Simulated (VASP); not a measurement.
# ZnS3 (Fm-3m) in VASP: further runs

ZnS3 is run at these levels: PBE; tasks: single point.

Program: VASP 6.6.1. These are calculated values, not measurements. Logs are shortened: lines on timing, memory, paths and dates and some standing lists are left out, and cuts for length are marked.

### 1 The cell of the first run

The structure is cubic, space group Fm-3m (No. 225). Conventional cell: a = 6.342 Å, b = 6.342 Å, c = 6.342 Å, α = 90.00°, β = 90.00°, γ = 90.00°. Zn (site symmetry m-3m) has 14 S at 2.75 to 3.17 Å within 3.6 Å. Within 3.6 Å of S (site symmetry m-3m) lie 8 S at 2.75 Å and 6 Zn at 3.17 Å. Within 3.6 Å of S (site symmetry -43m) lie 4 Zn at 2.75 Å and 10 S at 2.75 to 3.17 Å.

### 2 Single point, PBE

INCAR

```
SYSTEM = ZnS3
PREC = Accurate ; ENCUT = 520
EDIFF = 1E-6 ; ISMEAR = 0
SIGMA = 0.1 ; LREAL = .FALSE.
LASPH = .TRUE. ; NELM = 60
ALGO = Normal ; ISIF = 2
LWAVE = .FALSE. ; LCHARG = .TRUE.
GGA = PE ; LELF = .TRUE.
LVHAR = .TRUE. ; NBANDS = 23
```

KPOINTS

```
regular mesh
0
G
  4 4 4
  0 0 0
```

POSCAR

```
ZnS3
1.0
    0.0000000000      3.1707717589      3.1707717589
    3.1707717589      0.0000000000      3.1707717589
    3.1707717589      3.1707717589      0.0000000000
Zn S
1 3
Direct
    0.0000000000      0.0000000000      0.0000000000
    0.5000000000      0.5000000000      0.5000000000
    0.2500000000      0.2500000000      0.2500000000
    0.7500000000      0.7500000000      0.7500000000
```

Potentials or basis: VASP PAW PBE potentials, release 64 (Zn, S).

Started as:

```console
$ cat potpaw_PBE.64/Zn/POTCAR potpaw_PBE.64/S/POTCAR > POTCAR
$ mpirun -np 1 vasp_std > vasp.out
```

OUTCAR:

```text
SYSTEM = ZnS3
   PREC = Accurate
   ENCUT = 520
   EDIFF = 1E-6
   ISMEAR = 0
   LREAL = .FALSE.
   LASPH = .TRUE.
   NELM = 60
   ISIF = 2
   GGA = PE

 ion  position               nearest neighbor table
   1  0.000  0.000  0.000-   3 2.75   4 2.75   4 2.75   4 2.75   4 2.75   3 2.75   3 2.75   3 2.75

   2  0.500  0.500  0.500-   3 2.75   4 2.75   3 2.75   3 2.75   3 2.75   4 2.75   4 2.75   4 2.75

   3  0.250  0.250  0.250-   1 2.75   2 2.75   1 2.75   1 2.75   1 2.75   2 2.75   2 2.75   2 2.75

   4  0.750  0.750  0.750-   1 2.75   2 2.75   2 2.75   2 2.75   2 2.75   1 2.75   1 2.75   1 2.75

  LATTYP: Found a face centered cubic cell.
 ALAT       =     6.3415435178

  Lattice vectors:

 A1 = (   0.0000000000,   3.1707717589,   3.1707717589)
 A2 = (   3.1707717589,   0.0000000000,   3.1707717589)
 A3 = (   3.1707717589,   3.1707717589,   0.0000000000)

Analysis of symmetry for initial positions (statically):
=====================================================================
 Subroutine PRICEL returns:
 Original cell was already a primitive cell.

 Routine SETGRP: Setting up the symmetry group for a
 face centered cubic supercell.

 Subroutine GETGRP returns: Found 48 space group operations
 (whereof 48 operations were pure point group operations)
 out of a pool of 48 trial point group operations.

The static configuration has the point symmetry O_h .

Analysis of symmetry for dynamics (positions and initial velocities):
=====================================================================
 Subroutine PRICEL returns:
 Original cell was already a primitive cell.

 Routine SETGRP: Setting up the symmetry group for a
 face centered cubic supercell.

 Subroutine GETGRP returns: Found 48 space group operations
 (whereof 48 operations were pure point group operations)
 out of a pool of 48 trial point group operations.

The dynamic configuration has the point symmetry O_h .

 Subroutine INISYM returns: Found 48 space group operations
 (whereof 48 operations are pure point group operations),
 and found     1 'primitive' translations

----------------------------------------------------------------------------------------

                                     Primitive cell

  volume of cell :      63.7566

  direct lattice vectors                    reciprocal lattice vectors
     0.000000000  3.170771759  3.170771759    -0.157690316  0.157690316  0.157690316
     3.170771759  0.000000000  3.170771759     0.157690316 -0.157690316  0.157690316
     3.170771759  3.170771759  0.000000000     0.157690316  0.157690316 -0.157690316

  length of vectors
     4.484148425  4.484148425  4.484148425     0.273127639  0.273127639  0.273127639

  position of ions in fractional coordinates (direct lattice)
     0.000000000  0.000000000  0.000000000
     0.500000000  0.500000000  0.500000000
     0.250000000  0.250000000  0.250000000
     0.750000000  0.750000000  0.750000000

  ion indices of the primitive-cell ions
   primitive index   ion index
                 1           1
                 2           2
                 3           3
                 4           4

----------------------------------------------------------------------------------------

 KPOINTS: regular mesh

Automatic generation of k-mesh.
 Grid dimensions read from file:
 generate k-points for:    4    4    4

 Generating k-lattice:

  Cartesian coordinates                     Fractional coordinates (reciprocal lattice)
    -0.039422579  0.039422579  0.039422579     0.250000000  0.000000000  0.000000000
     0.039422579 -0.039422579  0.039422579     0.000000000  0.250000000  0.000000000
     0.039422579  0.039422579 -0.039422579     0.000000000  0.000000000  0.250000000

  Length of vectors
     0.068281910  0.068281910  0.068281910

  Shift w.r.t. Gamma in fractional coordinates (k-lattice)
     0.000000000  0.000000000  0.000000000

 Subroutine IBZKPT returns following result:
 ===========================================

 Found      8 irreducible k-points:

 Following reciprocal coordinates:
            Coordinates               Weight
  0.000000  0.000000  0.000000      1.000000
  0.250000  0.000000  0.000000      8.000000
  0.500000  0.000000  0.000000      4.000000
  0.250000  0.250000  0.000000      6.000000
  0.500000  0.250000  0.000000     24.000000
 -0.250000  0.250000  0.000000     12.000000
  0.500000  0.500000  0.000000      3.000000
 -0.250000  0.500000  0.250000      6.000000
   k-points           NKPTS =      8   k-points in BZ     NKDIM =      8   number of bands    NBANDS=     23
   number of dos      NEDOS =    301   number of ions     NIONS =      4
   total plane-waves  NPLWV =  46656
   dimension x,y,z NGX =    36 NGY =   36 NGZ =   36
   dimension x,y,z NGXF=    72 NGYF=   72 NGZF=   72
   ions per type =               1   3
   NGX,Y,Z   is equivalent  to a cutoff of  13.35, 13.35, 13.35 a.u.
   NGXF,Y,Z  is equivalent  to a cutoff of  26.69, 26.69, 26.69 a.u.
 SYSTEM =  ZnS3
   PREC   = accura    normal or accurate (medium, high low for compatibility)
   ISTART =      0    job   : 0-new  1-cont  2-samecut
   ICHARG =      2    charge: 1-file 2-atom 10-const
   ISPIN  =      1    spin polarized calculation?
   LNONCOLLINEAR =      F non collinear calculations
   LSORBIT =      F    spin-orbit coupling
   LASPH  =      T    aspherical Exc in radial PAW
   ENCUT  =  520.0 eV  38.22 Ry    6.18 a.u.   8.34  8.34  8.34*2*pi/ulx,y,z
   NELM   =     60;   NELMIN=  2; NELMDL= -5     # of ELM steps
   EDIFF  = 0.1E-05   stopping-criterion for ELM
   LREAL  =      F    real-space projection
   EDIFFG = 0.1E-04   stopping-criterion for IOM
   NSW    =      0    number of steps for IOM
   IBRION =     -1    ionic relax: 0-MD 1-quasi-New 2-CG
   NFREE  =      0    steps in history (QN), initial steepest desc. (CG)
   ISIF   =      2    stress and relaxation
   ISYM   =      2    0-nonsym 1-usesym 2-fastsym
   POTIM  = 0.5000    time-step for ionic-motion
   TEBEG  =    0.0;   TEEND  =   0.0 temperature during run
   PSTRESS=    0.0 pullay stress
   NELECT =      30.0000    total number of electrons
   NUPDOWN=      -1.0000    fix difference up-down
   EMIN   =  10.00;   EMAX   =-10.00  energy-range for DOS
   EFERMI =   0.00;   METHOD = LEGACY
   ISMEAR =     0;   SIGMA  =   0.10  broadening in eV -4-tet -1-fermi 0-gaus
   EFERMI_NEDOS =   21; number of points for ismear=-14 and -15
   IALGO  =     38    algorithm
   IMIX   =      4    mixing-type and parameters
     AMIX     =   0.40;   BMIX     =  1.00
     AMIX_MAG =   1.60;   BMIX_MAG =  1.00
  volume/ion in A,a.u.               =      15.94       107.56
  Fermi-wavevector in a.u.,A,eV,Ry     =   1.273328  2.406241 22.059997  1.621364
  Thomas-Fermi vector in A             =   2.406157
   LORBIT       =      0    0 simple, 1 ext, 2 COOP (PROOUT), +10 PAW based schemes
   GGA     = PE    functional components
   LHFCALC =     F    Hartree Fock is set to
   AEXX    =    0.0000 exact exchange contribution
   IVDW    =     0    specifies the selected vdW correction
   LEPSILON=     F    determine dielectric tensor
   LRPA    =     F    only Hartree local field effects (RPA)
 non-spin polarized calculation
 Gauss-broadening in eV      SIGMA  =   0.10
  energy-cutoff  :      520.00
  volume of cell :       63.76
 maximum number of plane-waves:      1759
 NGX is ok and might be reduce to    36
   NGX = 17   NGY = 17   NGZ = 17

 number of electron      29.9999983 magnetization

 Free energy of the ion-electron system (eV)
  ---------------------------------------------------
  ext. energy  EPLUGINS =         0.00000000
  ---------------------------------------------------
  free energy    TOTEN  =       -10.61785117 eV

  energy without entropy =      -10.59735507  energy(sigma->0) =      -10.60760312

 E-fermi :   6.1529     XC(G=0): -11.1492

 val. band max:        5.8976553969   @ k =  -0.2500   0.2500   0.0000
 cond. band min:       6.2018892614   @ k =   0.5000   0.2500   0.0000
 fundamental gap:      0.3042338646
 Fermi energy:         6.1529012176

 k-point     1 :       0.0000    0.0000    0.0000
  band No.  band energies     occupation
      1      -9.8140      2.00000
      2      -5.0397      2.00000
      3      -4.0060      2.00000
      4      -0.9024      2.00000
      5      -0.9024      2.00000
      6      -0.9024      2.00000
[... 15 lines left out ...]
     22      13.5850      0.00000
     23      13.5850      0.00000

 k-point     2 :       0.2500    0.0000    0.0000
  band No.  band energies     occupation
      1      -9.2964      2.00000
      2      -5.7293      2.00000
      3      -4.6658      2.00000
      4      -0.8772      2.00000
      5      -0.8772      2.00000
      6      -0.6058      2.00000
[... 15 lines left out ...]
     22      13.9325      0.00000
     23      13.9325      0.00000

 k-point     3 :       0.5000    0.0000    0.0000
  band No.  band energies     occupation
      1      -8.2670      2.00000
      2      -7.1029      2.00000
      3      -5.0380      2.00000
      4      -0.9106      2.00000
      5      -0.9106      2.00000
      6      -0.5772      2.00000
[... 15 lines left out ...]
     22      16.6522      0.00000
     23      16.7298      0.00000

 k-point     4 :       0.2500    0.2500    0.0000
  band No.  band energies     occupation
      1      -9.1201      2.00000
      2      -5.6553      2.00000
      3      -5.0836      2.00000
      4      -0.8895      2.00000
      5      -0.8895      2.00000
      6      -0.5983      2.00000
[... 15 lines left out ...]
     22      12.5675      0.00000
     23      15.8543      0.00000

 k-point     5 :       0.5000    0.2500    0.0000
  band No.  band energies     occupation
      1      -8.0735      2.00000
      2      -6.6729      2.00000
      3      -5.8536      2.00000
      4      -0.8362      2.00000
      5      -0.7303      2.00000
      6      -0.6022      2.00000
[... 15 lines left out ...]
     22      14.6231      0.00000
     23      15.9276      0.00000

 k-point     6 :      -0.2500    0.2500    0.0000
  band No.  band energies     occupation
      1      -8.5011      2.00000
      2      -6.3116      2.00000
      3      -5.6396      2.00000
      4      -0.7434      2.00000
      5      -0.7307      2.00000
      6      -0.6534      2.00000
[... 15 lines left out ...]
     22      15.4840      0.00000
     23      16.7480      0.00000

 k-point     7 :       0.5000    0.5000    0.0000
  band No.  band energies     occupation
      1      -7.3105      2.00000
      2      -7.2213      2.00000
      3      -6.1236      2.00000
      4      -0.6183      2.00000
      5      -0.6183      2.00000
      6      -0.5310      2.00000
[... 15 lines left out ...]
     22      14.1237      0.00000
     23      14.4210      0.00000

 k-point     8 :      -0.2500    0.5000    0.2500
  band No.  band energies     occupation
      1      -7.1928      2.00000
      2      -6.8041      2.00000
      3      -6.8041      2.00000
      4      -1.4076      2.00000
      5      -0.6173      2.00000
      6      -0.5821      2.00000
[... 15 lines left out ...]
     22      15.9384      0.00000
     23      15.9384      0.00000

------------------------ aborting loop because EDIFF is reached ----------------------------------------

  FORCE on cell =-STRESS in cart. coord.  units (eV):
  Direction    XX          YY          ZZ          XY          YZ          ZX
  --------------------------------------------------------------------------------------
  -------------------------------------------------------------------------------------
  Total       -0.0460742     -0.0460742     -0.0460742      0.0000000      0.0000000     -0.0000000
  in kB       -1.1578273     -1.1578273     -1.1578273      0.0000000      0.0000000     -0.0000000
  external PRESSURE =      -1.1578273 kB  Pullay stress =       0.0000000 kB

 VOLUME and BASIS-vectors are now :
 -----------------------------------------------------------------------------
  energy-cutoff  :      520.00
  volume of cell :       63.76
      direct lattice vectors                 reciprocal lattice vectors
     0.000000000  3.170771759  3.170771759    -0.157690316  0.157690316  0.157690316
     3.170771759  0.000000000  3.170771759     0.157690316 -0.157690316  0.157690316
     3.170771759  3.170771759  0.000000000     0.157690316  0.157690316 -0.157690316

 POSITION                                       TOTAL-FORCE (eV/Angst)
 -----------------------------------------------------------------------------------
      0.00000      0.00000      0.00000        -0.000000      0.000000     -0.000000
      3.17077      3.17077      3.17077        -0.000000      0.000000     -0.000000
      1.58539      1.58539      1.58539        -0.000000     -0.000000     -0.000000
      4.75616      4.75616      4.75616         0.000000      0.000000      0.000000
 -----------------------------------------------------------------------------------
    total drift:                               -0.000000      0.000000      0.000000

  FREE ENERGIE OF THE ION-ELECTRON SYSTEM (eV)
  ---------------------------------------------------
  free  energy   TOTEN  =       -10.6178511705 eV

  energy  without entropy=      -10.5973550662  energy(sigma->0) =      -10.60760312
```

Run time: 20 s. Hardware: 1 thread of Intel Xeon 8259CL, shared host; peak memory 0.2 GiB.

Results:

- Free energy: -10.6179 eV
- Pressure: -0.1 GPa
- Band gap on the k mesh: zero (band 15 reaches 6.37 eV, above the bottom of band 16 at 5.39 eV)

Caveat: the k points lie up to 0.43 Å⁻¹ apart.

(Continued in part 2 of 2.)
